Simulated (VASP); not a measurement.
# Ni (Fm-3m) in VASP: a series of runs, part 2 of 2

VASP 6.6.1. Earlier steps stand in the parts before.

### Step 4. Single point, PBE, collinear spin, ferromagnetic start

The input, INCAR:

```
PREC = Accurate ; ENCUT = 600
EDIFF = 1E-6 ; ISMEAR = 0
SIGMA = 0.1 ; LREAL = False
LASPH = True ; NELM = 200
ALGO = Normal ; ISIF = 2
LWAVE = False ; LCHARG = False
ISPIN = 2 ; MAGMOM = 2
LORBIT = 11 ; LMAXMIX = 4
GGA = PE ; NBANDS = 15
GGA_COMPAT = False
```

The input, KPOINTS:

```
Automatic mesh
0
Gamma
  14 14 14
```

The input, POSCAR:

```
Ni
1.0
    0.0000000000      1.7690000000      1.7690000000
    1.7690000000      0.0000000000      1.7690000000
    1.7690000000      1.7690000000      0.0000000000
Ni
1
Direct
    0.0000000000      0.0000000000      0.0000000000
```

Potentials or basis: VASP PAW PBE potentials, release 64 (Ni).

Launch:

```
> cat potpaw_PBE.64/Ni/POTCAR > POTCAR
> mpirun -np 1 vasp_std > vasp.out
```

OUTCAR:

```text
PREC = Accurate
   ENCUT = 600
   EDIFF = 1E-6
   ISMEAR = 0
   LREAL = False
   LASPH = True
   NELM = 200
   ISIF = 2
   ISPIN = 2
   LORBIT = 11
   GGA = PE

 ion  position               nearest neighbor table
   1  0.000  0.000  0.000-

  LATTYP: Found a face centered cubic cell.
 ALAT       =     3.5380000000

  Lattice vectors:

 A1 = (   0.0000000000,   1.7690000000,   1.7690000000)
 A2 = (   1.7690000000,   0.0000000000,   1.7690000000)
 A3 = (   1.7690000000,   1.7690000000,   0.0000000000)

Analysis of symmetry for initial positions (statically):
=====================================================================
 Subroutine PRICEL returns:
 Original cell was already a primitive cell.

 Routine SETGRP: Setting up the symmetry group for a
 face centered cubic supercell.

 Subroutine GETGRP returns: Found 48 space group operations
 (whereof 48 operations were pure point group operations)
 out of a pool of 48 trial point group operations.

The static configuration has the point symmetry O_h .

Analysis of symmetry for dynamics (positions and initial velocities):
=====================================================================
 Subroutine PRICEL returns:
 Original cell was already a primitive cell.

 Routine SETGRP: Setting up the symmetry group for a
 face centered cubic supercell.

 Subroutine GETGRP returns: Found 48 space group operations
 (whereof 48 operations were pure point group operations)
 out of a pool of 48 trial point group operations.

The dynamic configuration has the point symmetry O_h .

Analysis of structural, dynamic, and magnetic symmetry:
=====================================================================
 Subroutine PRICEL returns:
 Original cell was already a primitive cell.

 Routine SETGRP: Setting up the symmetry group for a
 face centered cubic supercell.

 Subroutine GETGRP returns: Found 48 space group operations
 (whereof 48 operations were pure point group operations)
[... 161 lines left out ...]
      3       6.7519      1.00000
      4       6.7519      1.00000
      5       7.9002      1.00000
      6       7.9002      1.00000
      7      32.7103      0.00000
      8      36.4333      0.00000
      9      36.4333      0.00000
     10      36.4333      0.00000
     11      39.3191      0.00000
     12      39.3191      0.00000
     13      39.3191      0.00000
     14      42.3186      0.00000
[... 403 lines left out ...]
      4       7.2395      1.00000
      5       7.8558      1.00000
      6       8.2195      1.00000
      7      24.4707      0.00000
      8      29.9212      0.00000
      9      30.7224      0.00000
     10      33.2928      0.00000
     11      38.2285      0.00000
     12      42.3352      0.00000
     13      44.2769      0.00000
     14      46.3723      0.00000
     15      50.7282      0.00000

 [... further k-points ...]

 spin component 2

 k-point     1 :       0.0000    0.0000    0.0000
  band No.  band energies     occupation
      1       0.2023      1.00000
      2       7.4848      1.00000
      3       7.4848      1.00000
      4       7.4848      1.00000
      5       8.4661      1.00000
      6       8.4661      1.00000
      7      32.5365      0.00000
      8      36.4097      0.00000
      9      36.4097      0.00000
     10      36.4097      0.00000
     11      39.4067      0.00000
     12      39.4067      0.00000
     13      39.4067      0.00000
     14      42.1923      0.00000
[... 403 lines left out ...]
      4       7.9406      1.00000
      5       8.5127      1.00000
      6       8.8493      0.99997
      7      24.5782      0.00000
      8      29.9935      0.00000
      9      30.6759      0.00000
     10      33.3479      0.00000
     11      38.3353      0.00000
     12      42.2886      0.00000
     13      44.2409      0.00000
     14      46.3709      0.00000
     15      50.8112      0.00000

 [... further k-points ...]

------------------------ aborting loop because EDIFF is reached ----------------------------------------

  FORCE on cell =-STRESS in cart. coord.  units (eV):
  Direction    XX          YY          ZZ          XY          YZ          ZX
  --------------------------------------------------------------------------------------
  -------------------------------------------------------------------------------------
  Total       -0.2295292     -0.2295292     -0.2295292     -0.0000000      0.0000000      0.0000000
  in kB      -33.2150563    -33.2150563    -33.2150563     -0.0000000      0.0000000      0.0000000
  external PRESSURE =     -33.2150563 kB  Pullay stress =       0.0000000 kB

 VOLUME and BASIS-vectors are now :
 -----------------------------------------------------------------------------
  energy-cutoff  :      600.00
  volume of cell :       11.07
      direct lattice vectors                 reciprocal lattice vectors
     0.000000000  1.769000000  1.769000000    -0.282645562  0.282645562  0.282645562
     1.769000000  0.000000000  1.769000000     0.282645562 -0.282645562  0.282645562
     1.769000000  1.769000000  0.000000000     0.282645562  0.282645562 -0.282645562

 POSITION                                       TOTAL-FORCE (eV/Angst)
 -----------------------------------------------------------------------------------
      0.00000      0.00000      0.00000         0.000000      0.000000     -0.000000
 -----------------------------------------------------------------------------------
    total drift:                                0.000000      0.000000      0.000000

  FREE ENERGIE OF THE ION-ELECTRON SYSTEM (eV)
  ---------------------------------------------------
  free  energy   TOTEN  =        -5.4694547863 eV

  energy  without entropy=       -5.4590785090  energy(sigma->0) =       -5.46426665

 total charge

# of ion       s       p       d       tot
------------------------------------------
    1        0.489   0.482   8.308   9.279

 magnetization (x)

# of ion       s       p       d       tot
------------------------------------------
    1       -0.008  -0.026   0.652   0.618
```

stdout:

```text
POSCAR found type information on POSCAR Ni
 POSCAR found :  1 types and       1 ions
 scaLAPACK will be used
 LDA part: xc-table for (Slater+PW92), standard interpolation
 POSCAR, INCAR and KPOINTS ok, starting setup
 FFT: planning ... GRIDC
 FFT: planning ... GRID_SOFT
 FFT: planning ... GRID
 WAVECAR not read
 entering main loop
```

It took 32 s on 1 thread of Intel Xeon 8259CL, shared host; peak memory 0.15 GiB.

Results:

```
Free energy                                           : -5.4695 eV
Pressure                                              : -3.3 GPa
Net moment                                            : 0.60 μB per cell
Site moments                                          : Ni +0.62 μB
Valence electrons inside the program's atomic spheres : Ni 9.28
```

Levels at points of the mesh, in eV from the Fermi level:
Spin up:
```tsv
k point	band 3	band 4	band 5	band 6	band 7	band 8
(0.00, 0.00, 0.00)	-2.38	-2.38	-1.23	-1.23	23.58	27.30
(0.50, 0.00, 0.00)	-2.36	-0.59	-0.59	-0.26	5.55	22.08
(0.50, 0.50, 0.00)	-0.54	-0.47	-0.47	2.44	9.07	14.67
```
Spin down:
```tsv
k point	band 3	band 4	band 5	band 6	band 7	band 8
(0.00, 0.00, 0.00)	-1.65	-1.65	-0.66	-0.66	23.41	27.28
(0.50, 0.00, 0.00)	-1.76	-0.33	0.14	0.14	5.95	21.92
(0.50, 0.50, 0.00)	0.05	0.37	0.37	2.39	9.30	14.67
```

### Step 5. The runs side by side

```tsv
cutoff (eV)	smearing	gap on the mesh (eV)	pressure (GPa)	moment (μB)
520	methfessel-paxton 0.05 eV	none	-3.4	0.59
520	fermi-dirac 0.003 eV	none	-3.6	0.58
600	gaussian 0.1 eV	none	-3.3	0.60
```

Alike in all rows: task single point; level PBE; potentials or basis VASP PAW PBE potentials, release 64 (Ni); spin collinear, ferromagnetic start; cell as given; k mesh 14 × 14 × 14.

Every run on the cell as given and a fine mesh finds a metal.

Total energies depend on the potentials used, so only differences within one code and one set of settings carry meaning.
